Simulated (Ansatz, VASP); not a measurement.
MgS in VASP and in Ansatz

INCAR

```
SYSTEM = MgS
PREC = Accurate
ENCUT = 600
EDIFF = 1E-6
ISMEAR = -1
SIGMA = 0.05
LREAL = .False.
LASPH = .True.
NELM = 80
ALGO = Normal
ISIF = 3
LWAVE = .False.
LCHARG = .False.
GGA = PS
IBRION = 2
NSW = 80
EDIFFG = -0.005
```

KPOINTS

```
regular mesh
0
Gamma
  9 9 9
  0 0 0
```

File POSCAR:

```
MgS
1.0
    0.0000000000      2.6016500000      2.6016500000
    2.6016500000      0.0000000000      2.6016500000
    2.6016500000      2.6016500000      0.0000000000
S Mg
1 1
Direct
    0.5000000000      0.5000000000      0.5000000000
    0.0000000000      0.0000000000      0.0000000000
```

input.yaml

```yaml
crystal:
  lattice:
    - [0.0, 2.60165, 2.60165]
    - [2.60165, 0.0, 2.60165]
    - [2.60165, 2.60165, 0.0]
  atoms:
    - { symbol: S, position: [0.5, 0.5, 0.5] }
    - { symbol: Mg, position: [0.0, 0.0, 0.0] }
kpoints:
  mp_grid: { grid: [9, 9, 9] }
scf:
  occupations: { method: fermi_dirac, width: 0.05 }
hamiltonian:
  xc: pbesol
  pseudopotentials: { kind: all_electron, lapw: { basis_error: 0.001 } }
output:
  forces: true
  stress: true
relax:
  f_tol: 0.005
  max_steps: 60
  cell: {}
```

Alike in both runs: task relaxation of cell and atoms; functional PBEsol; k mesh 9 × 9 × 9; occupations fermi-dirac, width 0.05 eV; no spin polarisation.

|  | VASP | Ansatz |
| --- | --- | --- |
| version | VASP 6.6.1 | Ansatz 0.2.0 |
| potentials or method | VASP PAW PBE potentials, release 64 (S, Mg), cutoff 600 eV | all-electron LAPW, scalar-relativistic |

|  | VASP | Ansatz | Ansatz less VASP |
| --- | --- | --- | --- |
| relaxed volume (Å³/atom) | 17.36 | 17.39 | +0.033 |
| relaxed cell length with the largest relative difference (Å) | 3.662 | 3.664 | +0.0023 |

VASP's potentials were made for PBE, not for PBEsol. Ansatz ran all-electron here, and VASP with PAW potentials.
